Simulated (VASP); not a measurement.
# TiO2 (I4_1/amd) in VASP: notebook, part 2 of 2

VASP 6.6.1.

## (4) Single point, PBEsol

This run uses another cell than the first one, of 11.81 Å³/atom.

The input, INCAR:

```
  PREC = Accurate
  ENCUT = 520
  EDIFF = 1E-7
  ISMEAR = 1
  SIGMA = 0.02
  LREAL = False
  LASPH = True
  NELM = 100
  ALGO = Normal
  ISIF = 2
  LWAVE = False
  LCHARG = False
  GGA = PS
  NBANDS = 33
```

The input, KPOINTS:

```
Automatic mesh
0
Gamma
  8 8 8
```

The input, POSCAR:

```
TiO2
1.0
   -1.9169989080      1.9169989080      4.8199032318
    1.9169989080     -1.9169989080      4.8199032318
    1.9169989080      1.9169989080     -4.8199032318
Ti O
2 4
Direct
    0.0000000000      0.0000000000      0.0000000000
    0.7500000000      0.2500000000      0.5000000000
    0.2081000000      0.2081000000      0.0000000000
    0.9581000000      0.4581000000      0.5000000000
    0.5419000000      0.0419000000      0.5000000000
    0.7919000000      0.7919000000      0.0000000000
```

Potentials or basis: VASP PAW PBE potentials, release 64 (Ti_sv, O).

On the command line:

```sh
cat potpaw_PBE.64/Ti_sv/POTCAR potpaw_PBE.64/O/POTCAR > POTCAR
mpirun -np 1 vasp_std > vasp.out
```

OUTCAR:

```text
PREC = Accurate
   ENCUT = 520
   EDIFF = 1E-7
   ISMEAR = 1
   LREAL = False
   LASPH = True
   NELM = 100
   ISIF = 2
   GGA = PS

 ion  position               nearest neighbor table
   1  0.000  0.000  0.000-   5 1.96   4 1.96   5 1.96   4 1.96   3 2.01   6 2.01
   2  0.750  0.250  0.500-   6 1.96   3 1.96   6 1.96   3 1.96   4 2.01   5 2.01
   3  0.208  0.208  0.000-   2 1.96   2 1.96   1 2.01
   4  0.958  0.458  0.500-   1 1.96   1 1.96   2 2.01
   5  0.542  0.042  0.500-   1 1.96   1 1.96   2 2.01
   6  0.792  0.792  0.000-   2 1.96   2 1.96   1 2.01
[... 1074 lines left out ...]
  -------------------------------------------------------------------------------------
  Total       -3.7338633     -3.7338633     -3.5204497      0.0000000      0.0000000      0.0000000
  in kB      -84.4358637    -84.4358637    -79.6098272      0.0000000      0.0000000      0.0000000
  external PRESSURE =     -82.8271849 kB  Pullay stress =       0.0000000 kB

 VOLUME and BASIS-vectors are now :
 -----------------------------------------------------------------------------
  energy-cutoff  :      520.00
  volume of cell :       70.85
      direct lattice vectors                 reciprocal lattice vectors
    -1.916998908  1.916998908  4.819903232     0.000000000  0.260824353  0.103736522
     1.916998908 -1.916998908  4.819903232     0.260824353  0.000000000  0.103736522
     1.916998908  1.916998908 -4.819903232     0.260824353  0.260824353  0.000000000

 POSITION                                       TOTAL-FORCE (eV/Angst)
 -----------------------------------------------------------------------------------
      0.00000      0.00000      0.00000        -0.000000     -0.000000     -0.000000
      0.00000      1.91700      2.40995        -0.000000     -0.000000     -0.000000
      0.00000      0.00000      2.00604         0.000000     -0.000000     -0.209985
      0.00000      1.91700      4.41600        -0.000000      0.000000     -0.209985
      0.00000      1.91700      0.40391        -0.000000      0.000000      0.209985
      0.00000      0.00000      7.63376         0.000000     -0.000000      0.209985
 -----------------------------------------------------------------------------------
    total drift:                                0.000000      0.000000      0.000000

  FREE ENERGIE OF THE ION-ELECTRON SYSTEM (eV)
  ---------------------------------------------------
  free  energy   TOTEN  =       -56.1451843178 eV

  energy  without entropy=      -56.1451843178  energy(sigma->0) =      -56.14518432
```

OSZICAR:

```text
N       E                     dE             d eps       ncg     rms          rms(c)
DAV:   1     0.649919659119E+03    0.64992E+03   -0.24125E+04  3894   0.168E+03
DAV:   2     0.276153197041E+02   -0.62230E+03   -0.57714E+03  4259   0.501E+02
DAV:   3    -0.677613656327E+02   -0.95377E+02   -0.93697E+02  5311   0.188E+02
DAV:   4    -0.725884499415E+02   -0.48271E+01   -0.48168E+01  5920   0.408E+01
DAV:   5    -0.727790887704E+02   -0.19064E+00   -0.19061E+00  4993   0.625E+00    0.307E+01
DAV:   6    -0.565685113407E+02    0.16211E+02   -0.76858E+01  5489   0.861E+01    0.114E+01
DAV:   7    -0.564656816757E+02    0.10283E+00   -0.14947E+01  5285   0.323E+01    0.906E+00
DAV:   8    -0.562192965287E+02    0.24639E+00   -0.60053E-01  5129   0.728E+00    0.571E+00
DAV:   9    -0.561921519841E+02    0.27145E-01   -0.71206E-01  5482   0.913E+00    0.218E+00
DAV:  10    -0.561612936163E+02    0.30858E-01   -0.34742E-01  5421   0.586E+00    0.110E+00
DAV:  11    -0.561456233180E+02    0.15670E-01   -0.64243E-02  4900   0.160E+00    0.386E-01
DAV:  12    -0.561455878730E+02    0.35445E-04   -0.70018E-03  4766   0.980E-01    0.175E-01
DAV:  13    -0.561451896670E+02    0.39821E-03   -0.98456E-04  5402   0.372E-01    0.385E-02
DAV:  14    -0.561451858769E+02    0.37901E-05   -0.18300E-04  5316   0.137E-01    0.222E-02
DAV:  15    -0.561451845245E+02    0.13524E-05   -0.31880E-05  5315   0.570E-02    0.781E-03
DAV:  16    -0.561451844028E+02    0.12164E-06   -0.52648E-06  4879   0.161E-02    0.367E-03
DAV:  17    -0.561451843178E+02    0.85067E-07   -0.30612E-07  4482   0.513E-03
   1 F= -.56145184E+02 E0= -.56145184E+02  d E =0.208442E-34
```

It took 6.8 min on 1 thread of Intel Xeon 8259CL, shared host; peak memory 0.32 GiB.

Results:

```yaml
Free_energy: -56.1452 eV
Pressure: -8.3 GPa
Largest_force: 0.210 eV/Å
Band_gap_on_the_k_mesh: 2.01 eV (least direct gap 2.31 eV)
```

Forces in eV/Å, atoms in the order of the input:
```
Ti   0.000  0.000  0.000
Ti   0.000  0.000  0.000
O    0.000  0.000 -0.210
O    0.000  0.000 -0.210
O    0.000  0.000  0.210
O    0.000  0.000  0.210
```

Caveat: the cell stands under tension; the PAW data sets were made with another functional, which shifts forces and pressure a little. A hybrid or GW would open this gap; PBEsol tends to underestimate it.

## (5) Single point, PBEsol

This run uses another cell than the first one, of 12.04 Å³/atom.

The input, INCAR:

```
SYSTEM = TiO2
PREC     = Accurate       ! precision mode
ENCUT    = 520            ! plane-wave cutoff, eV
EDIFF    = 1E-6           ! SCF threshold, eV
ISMEAR   = 1              ! smearing method
SIGMA    = 0.02           ! smearing width, eV
LREAL    = .FALSE.        ! projectors in reciprocal space
LASPH    = .TRUE.         ! aspherical terms in the spheres
NELM     = 100            ! most SCF steps
ALGO     = Normal         ! electronic algorithm
ISIF     = 2              ! what is computed and relaxed
LWAVE    = .FALSE.        ! write WAVECAR
LCHARG   = .FALSE.        ! write CHGCAR
GGA      = PS             ! functional
NBANDS   = 33             ! bands
```

The input, KPOINTS:

```
Automatic mesh
0
G
  8 8 8
  0 0 0
```

Changes to POSCAR since step 4:

```diff
@@ -2,5 +2,5 @@
 1.0
-   -1.9169989080      1.9169989080      4.8199032318
-    1.9169989080     -1.9169989080      4.8199032318
-    1.9169989080      1.9169989080     -4.8199032318
+   -1.9292094213      1.9292094213      4.8506040801
+    1.9292094213     -1.9292094213      4.8506040801
+    1.9292094213      1.9292094213     -4.8506040801
 Ti O
```

On the command line:

```sh
cat potpaw_PBE.64/Ti_sv/POTCAR potpaw_PBE.64/O/POTCAR > POTCAR
mpirun -np 1 vasp_std > vasp.out
```

Run time: 8.2 min. Hardware: 1 thread of Intel Xeon 8259CL, shared host; peak memory 0.32 GiB.

It converged, with:

| Quantity | Value |
| --- | --- |
| Free energy | -56.0620 eV |
| Pressure | -11.7 GPa |
| Largest force | 0.309 eV/Å |
| Band gap on the k mesh | 1.96 eV (least direct gap 2.26 eV) |

Forces on the atoms (eV/Å):
```
Ti   0.000  0.000  0.000
Ti   0.000  0.000  0.000
O    0.000  0.000 -0.309
O    0.000  0.000 -0.309
O    0.000  0.000  0.309
O    0.000  0.000  0.309
```

Stress tensor (GPa, compression positive):
```
-11.77   0.00   0.00
  0.00 -11.77   0.00
  0.00   0.00 -11.52
```

Levels at points of the mesh, in eV from the valence-band top:
```
           k point  band 22  band 23  band 24  band 25  band 26  band 27
(0.00, 0.00, 0.00)    -0.73    -0.40    -0.40     1.96     2.64     3.68
(0.50, 0.00, 0.00)    -0.88    -0.85    -0.61     3.00     3.28     3.30
(0.50, 0.50, 0.00)    -1.96    -0.01    -0.01     3.09     3.09     3.54
(0.50, 0.50, 0.50)    -1.24    -0.11    -0.11     2.29     2.29     3.48
```

Caveat: the cell stands under tension; the PAW data sets were made with another functional, which shifts forces and pressure a little.

## (6) The runs side by side

```csv
cell,gap on the mesh (eV),pressure (GPa),largest force (eV/Å)
"a = 5.458 Å, angles 139.4, 139.4, 58.7°, 6 atoms",2.09,-0.4,0.01
"a = 5.494 Å, angles 139.4, 139.4, 58.7°, 6 atoms",2.05,-4.5,0.10
"a = 5.530 Å, angles 139.4, 139.4, 58.7°, 6 atoms",2.01,-8.3,0.21
"a = 5.565 Å, angles 139.4, 139.4, 58.7°, 6 atoms",1.96,-11.7,0.31
```

Alike in all rows: task single point; level PBEsol; potentials or basis VASP PAW PBE potentials, release 64 (Ti_sv, O); no spin polarisation; k mesh 8 × 8 × 8; cutoff (eV) 520; smearing methfessel-paxton 0.02 eV.

Caveats: the PAW data sets were made with another functional, which shifts forces and pressure a little; the cell stands under tension (at least some runs).

Absolute energies hang on the potentials; compare differences alone.
